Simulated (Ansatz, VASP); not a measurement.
**One calculation of Ta2N, two programs**

The input INCAR:

```
SYSTEM = Ta2N
PREC = Accurate
ENCUT = 520
EDIFF = 1E-6
ISMEAR = 0
SIGMA = 0.15
LREAL = .False.
LASPH = .True.
NELM = 100
ALGO = Normal
ISIF = 2
LWAVE = .False.
LCHARG = .False.
GGA = CA
NBANDS = 50
```

The input KPOINTS:

```
regular mesh
0
Gamma
  9 9 8
  0 0 0
```

File POSCAR:

```
Ta2N
1.0
    5.1945250684      0.0000000000      0.0000000000
   -2.5972625342      4.4985906699      0.0000000000
    0.0000000000      0.0000000000      4.9483045802
Ta N
6 3
Direct
    0.6430231761      0.6430231761      0.7526041962
    0.0000000000      0.3569768239      0.7526041962
    0.3569768239      0.0000000000      0.7526041962
    0.3569768239      0.3569768239      0.2473958038
    0.0000000000      0.6430231761      0.2473958038
    0.6430231761      0.0000000000      0.2473958038
    0.6666666667      0.3333333333      0.5000000000
    0.3333333333      0.6666666667      0.5000000000
    0.0000000000      0.0000000000      0.0000000000
```

Input for Ansatz:

```yaml
crystal:
  lattice:
    - [5.1945250684, 0.0, 0.0]
    - [-2.5972625342, 4.4985906699, 0.0]
    - [0.0, 0.0, 4.9483045802]
  atoms:
    - { symbol: Ta, position: [0.6430231761, 0.6430231761, 0.7526041962] }
    - { symbol: Ta, position: [0.0, 0.3569768239, 0.7526041962] }
    - { symbol: Ta, position: [0.3569768239, 0.0, 0.7526041962] }
    - { symbol: Ta, position: [0.3569768239, 0.3569768239, 0.2473958038] }
    - { symbol: Ta, position: [0.0, 0.6430231761, 0.2473958038] }
    - { symbol: Ta, position: [0.6430231761, 0.0, 0.2473958038] }
    - { symbol: "N", position: [0.6666666667, 0.3333333333, 0.5] }
    - { symbol: "N", position: [0.3333333333, 0.6666666667, 0.5] }
    - { symbol: "N", position: [0.0, 0.0, 0.0] }
basis:
  ecutwfc: 520.0
kpoints:
  mp_grid: { grid: [9, 9, 8] }
hamiltonian:
  xc: lda
  pseudopotentials: { kind: paw, azcp: { folder: soft_1 } }
scf:
  occupations: { method: gaussian, width: 0.15 }
output:
  forces: true
  stress: true
  eigenvalues: true
```

Alike in both runs: task single point; functional LDA; k mesh 9 × 9 × 8; occupations gaussian, width 0.15 eV; no spin polarisation.

|  | VASP | Ansatz |
| --- | --- | --- |
| version | VASP 6.6.1 | Ansatz 0.2.0 |
| potentials or method | VASP PAW LDA potentials, release 64 (Ta_pv, N), cutoff 520 eV | scalar-relativistic, plane waves, PAW |
| valence electrons in the cell | 81 | 93 |

VASP gave:

| Item | Value |
| --- | --- |
| gap on the k mesh at the Fermi level (eV) | none |
| pressure (GPa) | 5.7 |
| traceless stress, the component that is largest in VASP (GPa) | -3.19 |
| rms of the force components (eV/Å) | 1.599 |

**Question.** Which values does Ansatz return?

**Answer.** gap on the k mesh at the Fermi level (eV): none; pressure (GPa): 4.1; traceless stress, the component that is largest in VASP (GPa): -3.19; rms of the force components (eV/Å): 1.584.

Ansatz warns that its potentials were made for another functional, while VASP's fit it. LDA's correlation is that of Perdew and Zunger in VASP and of Perdew and Wang (1992) in Ansatz. Atom by atom the forces differ by 0.018 eV/Å (rms over components). A gap of «none» marks a metal or a gap that the smearing closes. VASP's potentials hold 81 valence electrons a cell and Ansatz's 93, so a difference there can come from the potentials and not from the codes.

Neither program's run includes spin-orbit coupling.
